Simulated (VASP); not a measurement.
# KBr (P6_3/mmc) in VASP: a series of runs

The runs below take KBr through single point, with PBE, r2SCAN.

Everything below comes from runs of VASP 6.6.1. Logs are shortened: lines on timing, memory, paths and dates and some standing lists are left out, and cuts for length are marked.

## (1) The cell of the first run

It takes space group P6_3/mmc (No. 194, hexagonal). The conventional cell has a = 4.559 Å, b = 4.559 Å, c = 8.020 Å, α = 90.00°, β = 90.00°, γ = 120.00°. Within 4.6 Å of K (site symmetry -3m) lie 6 Br at 3.31 Å and 8 K at 4.01 to 4.56 Å. Br (site symmetry -6m2) has 6 K at 3.31 Å and 6 Br at 4.56 Å within 4.6 Å.

## (2) Single point, PBE

INCAR

```
PREC = Accurate
ENCUT = 520
EDIFF = 1E-6
ISMEAR = 0
SIGMA = 0.01
LREAL = False
LASPH = True
NELM = 80
ALGO = Normal
ISIF = 2
LWAVE = False
LCHARG = False
GGA = PE
NBANDS = 24
```

KPOINTS

```
regular mesh
0
Gamma
  6 6 4
```

POSCAR

```
KBr
1.0
    4.5592982261      0.0000000000      0.0000000000
   -2.2796491130      3.9484680873      0.0000000000
    0.0000000000      0.0000000000      8.0200646050
K Br
2 2
Direct
    0.0000000000      0.0000000000      0.0000000000
    0.0000000000      0.0000000000      0.5000000000
    0.3333333333      0.6666666667      0.2500000000
    0.6666666667      0.3333333333      0.7500000000
```

Potentials or basis: VASP PAW PBE potentials, release 64 (K_sv, Br).

The run is started by

```
$ cat potpaw_PBE.64/K_sv/POTCAR potpaw_PBE.64/Br/POTCAR > POTCAR
$ mpirun -np 1 vasp_std > vasp.out
```

OUTCAR:

```text
PREC = Accurate
   ENCUT = 520
   EDIFF = 1E-6
   ISMEAR = 0
   LREAL = False
   LASPH = True
   NELM = 80
   ISIF = 2
   GGA = PE

 ion  position               nearest neighbor table
   1  0.000  0.000  0.000-
   2  0.000  0.000  0.500-
   3  0.333  0.667  0.250-
   4  0.667  0.333  0.750-

  LATTYP: Found a hexagonal cell.
 ALAT       =     4.5592982261
 C/A-ratio  =     1.7590568125

  Lattice vectors:

 A1 = (   4.5592982261,   0.0000000000,   0.0000000000)
 A2 = (  -2.2796491130,   3.9484680873,   0.0000000000)
 A3 = (   0.0000000000,   0.0000000000,   8.0200646050)

Analysis of symmetry for initial positions (statically):
=====================================================================
 Subroutine PRICEL returns:
 Original cell was already a primitive cell.

 Routine SETGRP: Setting up the symmetry group for a
 hexagonal supercell.

 Subroutine GETGRP returns: Found 24 space group operations
 (whereof 12 operations were pure point group operations)
 out of a pool of 24 trial point group operations.

The static configuration has the point symmetry D_3d.
 The point group associated with its full space group is D_6h.

Analysis of symmetry for dynamics (positions and initial velocities):
=====================================================================
 Subroutine PRICEL returns:
 Original cell was already a primitive cell.

 Routine SETGRP: Setting up the symmetry group for a
 hexagonal supercell.

 Subroutine GETGRP returns: Found 24 space group operations
 (whereof 12 operations were pure point group operations)
 out of a pool of 24 trial point group operations.

The dynamic configuration has the point symmetry D_3d.
 The point group associated with its full space group is D_6h.

 Subroutine INISYM returns: Found 24 space group operations
 (whereof 12 operations are pure point group operations),
 and found     1 'primitive' translations

----------------------------------------------------------------------------------------

                                     Primitive cell

  volume of cell :     144.3792

  direct lattice vectors                    reciprocal lattice vectors
     4.559298226  0.000000000  0.000000000     0.219332000  0.126631389  0.000000000
    -2.279649113  3.948468087  0.000000000     0.000000000  0.253262779  0.000000000
     0.000000000  0.000000000  8.020064605     0.000000000  0.000000000  0.124687275

  length of vectors
     4.559298226  4.559298226  8.020064605     0.253262779  0.253262779  0.124687275

  position of ions in fractional coordinates (direct lattice)
     0.000000000  0.000000000  0.000000000
     0.000000000  0.000000000  0.500000000
     0.333333333  0.666666667  0.250000000
     0.666666667  0.333333333  0.750000000

  ion indices of the primitive-cell ions
   primitive index   ion index
                 1           1
                 2           2
                 3           3
                 4           4

----------------------------------------------------------------------------------------

 KPOINTS: regular mesh

Automatic generation of k-mesh.
 Grid dimensions read from file:
 generate k-points for:    6    6    4

 Generating k-lattice:

  Cartesian coordinates                     Fractional coordinates (reciprocal lattice)
     0.036555333  0.021105232  0.000000000     0.166666667  0.000000000  0.000000000
     0.000000000  0.042210463  0.000000000     0.000000000  0.166666667  0.000000000
     0.000000000  0.000000000  0.031171819     0.000000000  0.000000000  0.250000000

  Length of vectors
     0.042210463  0.042210463  0.031171819

  Shift w.r.t. Gamma in fractional coordinates (k-lattice)
     0.000000000  0.000000000  0.000000000

 Subroutine IBZKPT returns following result:
 ===========================================

 Found     21 irreducible k-points:

 Following reciprocal coordinates:
            Coordinates               Weight
  0.000000  0.000000  0.000000      1.000000
  0.166667  0.000000  0.000000      6.000000
  0.333333  0.000000  0.000000      6.000000
  0.500000  0.000000  0.000000      3.000000
  0.166667  0.166667  0.000000      6.000000
  0.333333  0.166667  0.000000     12.000000
[... 13 lines left out ...]
  0.333333  0.166667  0.500000     12.000000
  0.333333  0.333333  0.500000      2.000000
   k-points           NKPTS =     21   k-points in BZ     NKDIM =     21   number of bands    NBANDS=     24
   number of dos      NEDOS =    301   number of ions     NIONS =      4
   total plane-waves  NPLWV =  77760
   dimension x,y,z NGX =    36 NGY =   36 NGZ =   60
   dimension x,y,z NGXF=    72 NGYF=   72 NGZF=  120
   ions per type =               2   2
   NGX,Y,Z   is equivalent  to a cutoff of  13.13, 13.13, 12.44 a.u.
   NGXF,Y,Z  is equivalent  to a cutoff of  26.25, 26.25, 24.87 a.u.
 SYSTEM =  unknown system
   PREC   = accura    normal or accurate (medium, high low for compatibility)
   ISTART =      0    job   : 0-new  1-cont  2-samecut
   ICHARG =      2    charge: 1-file 2-atom 10-const
   ISPIN  =      1    spin polarized calculation?
   LNONCOLLINEAR =      F non collinear calculations
   LSORBIT =      F    spin-orbit coupling
   LASPH  =      T    aspherical Exc in radial PAW
   ENCUT  =  520.0 eV  38.22 Ry    6.18 a.u.   8.48  8.48 14.91*2*pi/ulx,y,z
   NELM   =     80;   NELMIN=  2; NELMDL= -5     # of ELM steps
   EDIFF  = 0.1E-05   stopping-criterion for ELM
   LREAL  =      F    real-space projection
   EDIFFG = 0.1E-04   stopping-criterion for IOM
   NSW    =      0    number of steps for IOM
   IBRION =     -1    ionic relax: 0-MD 1-quasi-New 2-CG
   NFREE  =      0    steps in history (QN), initial steepest desc. (CG)
   ISIF   =      2    stress and relaxation
   ISYM   =      2    0-nonsym 1-usesym 2-fastsym
   POTIM  = 0.5000    time-step for ionic-motion
   TEBEG  =    0.0;   TEEND  =   0.0 temperature during run
   PSTRESS=    0.0 pullay stress
   NELECT =      32.0000    total number of electrons
   NUPDOWN=      -1.0000    fix difference up-down
   EMIN   =  10.00;   EMAX   =-10.00  energy-range for DOS
   EFERMI =   0.00;   METHOD = LEGACY
   ISMEAR =     0;   SIGMA  =   0.01  broadening in eV -4-tet -1-fermi 0-gaus
   EFERMI_NEDOS =   21; number of points for ismear=-14 and -15
   IALGO  =     38    algorithm
   IMIX   =      4    mixing-type and parameters
     AMIX     =   0.40;   BMIX     =  1.00
     AMIX_MAG =   1.60;   BMIX_MAG =  1.00
  volume/ion in A,a.u.               =      36.09       243.58
  Fermi-wavevector in a.u.,A,eV,Ry     =   0.990733  1.872214 13.354826  0.981552
  Thomas-Fermi vector in A             =   2.122424
   LORBIT       =      0    0 simple, 1 ext, 2 COOP (PROOUT), +10 PAW based schemes
   GGA     = PE    functional components
   LHFCALC =     F    Hartree Fock is set to
   AEXX    =    0.0000 exact exchange contribution
   IVDW    =     0    specifies the selected vdW correction
   LEPSILON=     F    determine dielectric tensor
   LRPA    =     F    only Hartree local field effects (RPA)
 non-spin polarized calculation
 Gauss-broadening in eV      SIGMA  =   0.01
  energy-cutoff  :      520.00
  volume of cell :      144.38
 maximum number of plane-waves:      3930
 NGX is ok and might be reduce to    36
   NGX = 17   NGY = 17   NGZ = 29

 number of electron      32.0000000 magnetization

 Free energy of the ion-electron system (eV)
  ---------------------------------------------------
  ext. energy  EPLUGINS =         0.00000000
  ---------------------------------------------------
  free energy    TOTEN  =       -12.33332511 eV

  energy without entropy =      -12.33332511  energy(sigma->0) =      -12.33332511

 E-fermi :  -1.6110     XC(G=0):  -7.3495

 val. band max:       -1.6814923967   @ k =   0.0000   0.0000   0.0000
 cond. band min:       2.6703989687   @ k =   0.0000   0.0000   0.0000
 fundamental gap:      4.3518913654
 Fermi energy:        -1.6110426897

 k-point     1 :       0.0000    0.0000    0.0000
  band No.  band energies     occupation
      1     -29.6295      2.00000
      2     -29.6177      2.00000
      3     -14.2720      2.00000
      4     -14.0319      2.00000
      5     -13.1073      2.00000
      6     -13.1073      2.00000
[... 16 lines left out ...]
     23       6.3405      0.00000
     24       6.4991      0.00000

 k-point     2 :       0.1667    0.0000    0.0000
  band No.  band energies     occupation
      1     -29.6282      2.00000
      2     -29.6167      2.00000
      3     -14.2133      2.00000
      4     -14.0743      2.00000
      5     -13.1131      2.00000
      6     -13.1056      2.00000
[... 16 lines left out ...]
     23       6.5473      0.00000
     24       6.6000      0.00000

 k-point     3 :       0.3333    0.0000    0.0000
  band No.  band energies     occupation
      1     -29.6257      2.00000
      2     -29.6145      2.00000
      3     -14.1805      2.00000
      4     -14.0319      2.00000
      5     -13.1491      2.00000
      6     -13.1249      2.00000
[... 16 lines left out ...]
     23       7.3045      0.00000
     24       7.5061      0.00000

 k-point     4 :       0.5000    0.0000    0.0000
  band No.  band energies     occupation
      1     -29.6244      2.00000
      2     -29.6134      2.00000
      3     -14.2107      2.00000
      4     -13.9320      2.00000
      5     -13.2294      2.00000
      6     -13.1705      2.00000
[... 16 lines left out ...]
     23       7.7920      0.00000
     24       8.0381      0.00000

 k-point     5 :       0.1667    0.1667    0.0000
  band No.  band energies     occupation
      1     -29.6263      2.00000
      2     -29.6150      2.00000
      3     -14.1227      2.00000
      4     -14.1194      2.00000
      5     -13.1438      2.00000
      6     -13.1340      2.00000
[... 370 lines left out ...]
 k-point    19 :       0.1667    0.1667    0.5000
  band No.  band energies     occupation
      1     -29.6207      2.00000
      2     -29.6207      2.00000
      3     -14.1151      2.00000
      4     -14.1151      2.00000
      5     -13.1468      2.00000
      6     -13.1468      2.00000
[... 16 lines left out ...]
     23       7.5487      0.00000
     24       7.5487      0.00000

 k-point    20 :       0.3333    0.1667    0.5000
  band No.  band energies     occupation
      1     -29.6189      2.00000
      2     -29.6189      2.00000
      3     -14.0883      2.00000
      4     -14.0883      2.00000
      5     -13.1495      2.00000
      6     -13.1495      2.00000
[... 16 lines left out ...]
     23       7.6928      0.00000
     24       7.6928      0.00000

 k-point    21 :       0.3333    0.3333    0.5000
  band No.  band energies     occupation
      1     -29.6184      2.00000
      2     -29.6184      2.00000
      3     -14.0772      2.00000
      4     -14.0772      2.00000
      5     -13.1604      2.00000
      6     -13.1604      2.00000
[... 16 lines left out ...]
     23       7.2906      0.00000
     24       7.3228      0.00000

------------------------ aborting loop because EDIFF is reached ----------------------------------------

  FORCE on cell =-STRESS in cart. coord.  units (eV):
  Direction    XX          YY          ZZ          XY          YZ          ZX
  --------------------------------------------------------------------------------------
  -------------------------------------------------------------------------------------
  Total        0.6389282      0.6389282      0.6587433      0.0000000      0.0000000      0.0000000
  in kB        7.0901941      7.0901941      7.3100827      0.0000000      0.0000000      0.0000000
  external PRESSURE =       7.1634903 kB  Pullay stress =       0.0000000 kB

 VOLUME and BASIS-vectors are now :
 -----------------------------------------------------------------------------
  energy-cutoff  :      520.00
  volume of cell :      144.38
      direct lattice vectors                 reciprocal lattice vectors
     4.559298226  0.000000000  0.000000000     0.219332000  0.126631389  0.000000000
    -2.279649113  3.948468087  0.000000000     0.000000000  0.253262779  0.000000000
     0.000000000  0.000000000  8.020064605     0.000000000  0.000000000  0.124687275

 POSITION                                       TOTAL-FORCE (eV/Angst)
 -----------------------------------------------------------------------------------
      0.00000      0.00000      0.00000         0.000000      0.000000      0.000000
      0.00000      0.00000      4.01003        -0.000000      0.000000      0.000000
     -0.00000      2.63231      2.00502         0.000000     -0.000000      0.000000
      2.27965      1.31616      6.01505        -0.000000      0.000000     -0.000000
 -----------------------------------------------------------------------------------
    total drift:                               -0.000000      0.000000     -0.000000

  FREE ENERGIE OF THE ION-ELECTRON SYSTEM (eV)
  ---------------------------------------------------
  free  energy   TOTEN  =       -12.3333251129 eV

  energy  without entropy=      -12.3333251129  energy(sigma->0) =      -12.33332511
```

It took 72 s on 1 thread of Intel Xeon 8259CL, shared host; peak memory 0.29 GiB.

Results:

* Free energy: -12.3333 eV
* Pressure: 0.7 GPa
* Band gap on the k mesh: 4.35 eV

(Part 1 of 2 ends here.)
